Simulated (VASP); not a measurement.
# I (Cmce) in VASP: further runs

The runs below take I through single point, with PBE.

All numbers are computed with VASP 6.6.1; they aren't measurements. Logs are shortened: lines on timing, memory, paths and dates and some standing lists are left out, and cuts for length are marked.

## 1. The cell of the first run

It takes space group Cmce (No. 64, orthorhombic). Conventional cell: a = 8.938 Å, b = 4.603 Å, c = 9.876 Å, α = 90.00°, β = 90.00°, γ = 90.00°. I (site symmetry m) has 3 I at 2.81 to 3.42 Å within 3.7 Å.

## 2. Single point, PBE

Contents of INCAR:

```
SYSTEM = I
PREC = Accurate
ENCUT = 520
EDIFF = 1E-7
ISMEAR = -1
SIGMA = 0.05
LREAL = .FALSE.
LASPH = .TRUE.
NELM = 80
ALGO = Normal
ISIF = 2
LWAVE = .FALSE.
LCHARG = .TRUE.
GGA = PE
LELF = .TRUE.
LVHAR = .TRUE.
NBANDS = 22
```

Contents of KPOINTS:

```
Automatic mesh
0
G
  3 3 2
  0 0 0
```

Contents of POSCAR:

```
I
1.0
    4.4691335775     -2.3015586197      0.0000000000
    4.4691335775      2.3015586197      0.0000000000
    0.0000000000      0.0000000000      9.8759877929
I
4
Direct
    0.8427352896      0.1572647104      0.1220149726
    0.6572647104      0.3427352896      0.6220149726
    0.1572647104      0.8427352896      0.8779850274
    0.3427352896      0.6572647104      0.3779850274
```

Potentials or basis: VASP PAW PBE potentials, release 64 (I).

On the command line:

```bash
$ cat potpaw_PBE.64/I/POTCAR > POTCAR
$ mpirun -np 1 vasp_std > vasp.out
```

OUTCAR:

```text
SYSTEM = I
   PREC = Accurate
   ENCUT = 520
   EDIFF = 1E-7
   ISMEAR = -1
   LREAL = .FALSE.
   LASPH = .TRUE.
   NELM = 80
   ISIF = 2
   GGA = PE

 ion  position               nearest neighbor table
   1  0.843  0.157  0.122-   3 2.81   4 3.42   4 3.42
   2  0.657  0.343  0.622-   4 2.81   3 3.42   3 3.42
   3  0.157  0.843  0.878-   1 2.81   2 3.42   2 3.42
   4  0.343  0.657  0.378-   2 2.81   1 3.42   1 3.42

  LATTYP: Found a base centered orthorhombic cell.
 ALAT       =     4.6031172394
 B/A-ratio  =     1.9417856835
 C/A-ratio  =     2.1454999469

  Lattice vectors:

 A1 = (  -4.4691335775,  -2.3015586197,   0.0000000000)
 A2 = (   4.4691335775,  -2.3015586197,   0.0000000000)
 A3 = (   0.0000000000,   0.0000000000,   9.8759877929)

Analysis of symmetry for initial positions (statically):
=====================================================================
 Subroutine PRICEL returns:
 Original cell was already a primitive cell.

 Routine SETGRP: Setting up the symmetry group for a
 base centered orthorhombic supercell.

 Subroutine GETGRP returns: Found  8 space group operations
 (whereof  4 operations were pure point group operations)
 out of a pool of  8 trial point group operations.

The static configuration has the point symmetry C_2h.
 The point group associated with its full space group is D_2h.

Analysis of symmetry for dynamics (positions and initial velocities):
=====================================================================
 Subroutine PRICEL returns:
 Original cell was already a primitive cell.

 Routine SETGRP: Setting up the symmetry group for a
 base centered orthorhombic supercell.

 Subroutine GETGRP returns: Found  8 space group operations
 (whereof  4 operations were pure point group operations)
 out of a pool of  8 trial point group operations.

The dynamic configuration has the point symmetry C_2h.
 The point group associated with its full space group is D_2h.

 Subroutine INISYM returns: Found  8 space group operations
 (whereof  4 operations are pure point group operations),
 and found     1 'primitive' translations

----------------------------------------------------------------------------------------

                                     Primitive cell

  volume of cell :     203.1683

[... 71 lines left out ...]
   LSORBIT =      F    spin-orbit coupling
   LASPH  =      T    aspherical Exc in radial PAW
   ENCUT  =  520.0 eV  38.22 Ry    6.18 a.u.   9.35  9.35 18.36*2*pi/ulx,y,z
   NELM   =     80;   NELMIN=  2; NELMDL= -5     # of ELM steps
   EDIFF  = 0.1E-06   stopping-criterion for ELM
   LREAL  =      F    real-space projection
   EDIFFG = 0.1E-05   stopping-criterion for IOM
   NSW    =      0    number of steps for IOM
   IBRION =     -1    ionic relax: 0-MD 1-quasi-New 2-CG
   NFREE  =      0    steps in history (QN), initial steepest desc. (CG)
   ISIF   =      2    stress and relaxation
   ISYM   =      2    0-nonsym 1-usesym 2-fastsym
   POTIM  = 0.5000    time-step for ionic-motion
   TEBEG  =    0.0;   TEEND  =   0.0 temperature during run
   PSTRESS=    0.0 pullay stress
   NELECT =      28.0000    total number of electrons
   NUPDOWN=      -1.0000    fix difference up-down
   EMIN   =  10.00;   EMAX   =-10.00  energy-range for DOS
   EFERMI =   0.00;   METHOD = LEGACY
   ISMEAR =    -1;   SIGMA  =   0.05  broadening in eV -4-tet -1-fermi 0-gaus
   EFERMI_NEDOS =   21; number of points for ismear=-14 and -15
   IALGO  =     38    algorithm
   IMIX   =      4    mixing-type and parameters
     AMIX     =   0.40;   BMIX     =  1.00
     AMIX_MAG =   1.60;   BMIX_MAG =  1.00
  volume/ion in A,a.u.               =      50.79       342.76
  Fermi-wavevector in a.u.,A,eV,Ry     =   0.845621  1.597991  9.729174  0.715074
  Thomas-Fermi vector in A             =   1.960838
   LORBIT       =      0    0 simple, 1 ext, 2 COOP (PROOUT), +10 PAW based schemes
   GGA     = PE    functional components
   LHFCALC =     F    Hartree Fock is set to
   AEXX    =    0.0000 exact exchange contribution
   IVDW    =     0    specifies the selected vdW correction
   LEPSILON=     F    determine dielectric tensor
   LRPA    =     F    only Hartree local field effects (RPA)
 non-spin polarized calculation
  energy-cutoff  :      520.00
  volume of cell :      203.17
 maximum number of plane-waves:      5508
 NGX is ok and might be reduce to    40
   NGX = 19   NGY = 19   NGZ = 37

 number of electron      28.0000000 magnetization

 Free energy of the ion-electron system (eV)
  ---------------------------------------------------
  ext. energy  EPLUGINS =         0.00000000
  ---------------------------------------------------
  free energy    TOTEN  =        -6.13398373 eV

  energy without entropy =       -6.13397614  energy(sigma->0) =       -6.13397994

 E-fermi :   1.6159     XC(G=0):  -7.1641

 val. band max:        1.1207090124   @ k =   0.0000   0.0000   0.0000
 cond. band min:       2.1544328549   @ k =   0.3333   0.3333   0.0000
 fundamental gap:      1.0337238425
 Fermi energy:         1.6158510122

 k-point     1 :       0.0000    0.0000    0.0000
  band No.  band energies     occupation
      1     -12.0982      2.00000
      2     -11.4603      2.00000
      3     -10.5729      2.00000
      4      -9.4588      2.00000
      5      -3.1690      2.00000
      6      -1.8472      2.00000
[... 189 lines left out ...]
     21       8.6317      0.00000
     22       8.6317      0.00000

------------------------ aborting loop because EDIFF is reached ----------------------------------------

  FORCE on cell =-STRESS in cart. coord.  units (eV):
  Direction    XX          YY          ZZ          XY          YZ          ZX
  --------------------------------------------------------------------------------------
  -------------------------------------------------------------------------------------
  Total        0.0637438     -0.2890359     -0.3032730      0.0000000      0.0000000      0.0000000
  in kB        0.5026814     -2.2793260     -2.3915991      0.0000000      0.0000000      0.0000000
  external PRESSURE =      -1.3894146 kB  Pullay stress =       0.0000000 kB

 VOLUME and BASIS-vectors are now :
 -----------------------------------------------------------------------------
  energy-cutoff  :      520.00
  volume of cell :      203.17
      direct lattice vectors                 reciprocal lattice vectors
     4.469133578 -2.301558620  0.000000000     0.111878509 -0.217244087  0.000000000
     4.469133578  2.301558620  0.000000000     0.111878509  0.217244087  0.000000000
     0.000000000  0.000000000  9.875987793     0.000000000  0.000000000  0.101255694

 POSITION                                       TOTAL-FORCE (eV/Angst)
 -----------------------------------------------------------------------------------
      4.46913     -1.57765      1.20502         0.000000      0.055927     -0.004224
      4.46913     -0.72391      6.14301         0.000000     -0.055927     -0.004224
      4.46913      1.57765      8.67097         0.000000     -0.055927      0.004224
      4.46913      0.72391      3.73298         0.000000      0.055927      0.004224
 -----------------------------------------------------------------------------------
    total drift:                                0.000000     -0.000000      0.000000

  FREE ENERGIE OF THE ION-ELECTRON SYSTEM (eV)
  ---------------------------------------------------
  free  energy   TOTEN  =        -6.1339837279 eV

  energy  without entropy=       -6.1339761437  energy(sigma->0) =       -6.13397994
```

stdout:

```text
POSCAR found type information on POSCAR I
 POSCAR found :  1 types and       4 ions
 scaLAPACK will be used
 LDA part: xc-table for (Slater+PW92), standard interpolation
 POSCAR, INCAR and KPOINTS ok, starting setup
 FFT: planning ... GRIDC
 FFT: planning ... GRID_SOFT
 FFT: planning ... GRID
 WAVECAR not read
 entering main loop
```

Wall time 29 s (1 thread of Intel Xeon 6975P-C (Granite Rapids), shared host); peak memory 0.33 GiB.

Results:

| Quantity | Value |
| --- | --- |
| Free energy | -6.1340 eV |
| Pressure | -0.1 GPa |
| Largest force | 0.056 eV/Å |
| Band gap on the k mesh | 1.03 eV (least direct gap 1.05 eV) |

Forces on the atoms (eV/Å):
```
I    0.000  0.056 -0.004
I    0.000 -0.056 -0.004
I    0.000 -0.056  0.004
I    0.000  0.056  0.004
```

Stress tensor (GPa, compression positive):
```
 0.05  0.00  0.00
 0.00 -0.23  0.00
 0.00  0.00 -0.24
```

Levels at points of the mesh, in eV from the valence-band top:
```tsv
k point	band 10	band 11	band 12	band 13	band 14	band 15	band 16	band 17	band 18	band 19
(0.00, 0.00, 0.00)	-1.35	-1.29	-0.76	-0.56	0.00	1.05	1.89	4.65	5.25	5.46
(0.00, 0.00, 0.50)	-1.61	-0.87	-0.87	-0.30	-0.30	1.30	1.30	5.10	5.10	6.05
```

Caveat: the k points lie up to 0.51 Å⁻¹ apart; spin-orbit coupling is left out, which moves the levels of the heavy elements; an odd mesh through Γ misses points on the zone boundary, where band edges can lie.

## 3. Single point, PBE

Contents of INCAR:

```
ALGO = Normal
EDIFF = 1E-7
ENCUT = 520
GGA = PE
ISIF = 2
ISMEAR = -1
LASPH = T
LCHARG = F
LREAL = F
LWAVE = F
NBANDS = 22
NELM = 100
PREC = Accurate
SIGMA = 0.05
```

Contents of KPOINTS:

```
k-points
0
Gamma
  4 4 2
```

POSCAR is that of step 2.

Potentials or basis: VASP PAW PBE potentials, release 64 (I).

On the command line:

```bash
$ cat potpaw_PBE.64/I/POTCAR > POTCAR
$ mpirun -np 1 vasp_std > vasp.out
```

OUTCAR:

```text
EDIFF = 1E-7
   ENCUT = 520
   GGA = PE
   ISIF = 2
   ISMEAR = -1
   LASPH = T
   LREAL = F
   NELM = 100
   PREC = Accurate

 ion  position               nearest neighbor table
   1  0.843  0.157  0.122-   3 2.81   4 3.42   4 3.42
   2  0.657  0.343  0.622-   4 2.81   3 3.42   3 3.42
   3  0.157  0.843  0.878-   1 2.81   2 3.42   2 3.42
   4  0.343  0.657  0.378-   2 2.81   1 3.42   1 3.42

  LATTYP: Found a base centered orthorhombic cell.
[... 537 lines left out ...]

  FORCE on cell =-STRESS in cart. coord.  units (eV):
  Direction    XX          YY          ZZ          XY          YZ          ZX
  --------------------------------------------------------------------------------------
  -------------------------------------------------------------------------------------
  Total        0.0367578     -0.0846654     -0.0584622      0.0000000      0.0000000      0.0000000
  in kB        0.2898708     -0.6676677     -0.4610304      0.0000000      0.0000000      0.0000000
  external PRESSURE =      -0.2796091 kB  Pullay stress =       0.0000000 kB

 VOLUME and BASIS-vectors are now :
 -----------------------------------------------------------------------------
  energy-cutoff  :      520.00
  volume of cell :      203.17
      direct lattice vectors                 reciprocal lattice vectors
     4.469133578 -2.301558620  0.000000000     0.111878509 -0.217244087  0.000000000
     4.469133578  2.301558620  0.000000000     0.111878509  0.217244087  0.000000000
     0.000000000  0.000000000  9.875987793     0.000000000  0.000000000  0.101255694

 POSITION                                       TOTAL-FORCE (eV/Angst)
 -----------------------------------------------------------------------------------
      4.46913     -1.57765      1.20502         0.000000     -0.022358     -0.016742
      4.46913     -0.72391      6.14301         0.000000      0.022358     -0.016742
      4.46913      1.57765      8.67097         0.000000      0.022358      0.016742
      4.46913      0.72391      3.73298         0.000000     -0.022358      0.016742
 -----------------------------------------------------------------------------------
    total drift:                                0.000000     -0.000000      0.000000

  FREE ENERGIE OF THE ION-ELECTRON SYSTEM (eV)
  ---------------------------------------------------
  free  energy   TOTEN  =        -6.0860621890 eV

  energy  without entropy=       -6.0860528707  energy(sigma->0) =       -6.08605753
```

It took 48 s on 1 thread of Intel Xeon 6975P-C (Granite Rapids), shared host; peak memory 0.33 GiB.

Results:

- Free energy: -6.0861 eV
- Pressure: 0.0 GPa
- Largest force: 0.028 eV/Å
- Band gap on the k mesh: 1.03 eV (least direct gap 1.05 eV)

Forces in eV/Å, atoms in the order of the input:
```
I    0.000 -0.022 -0.017
I    0.000  0.022 -0.017
I    0.000  0.022  0.017
I    0.000 -0.022  0.017
```

Caveat: spin-orbit coupling is left out, which moves the levels of the heavy elements.

(Part 1 of 2 ends here.)
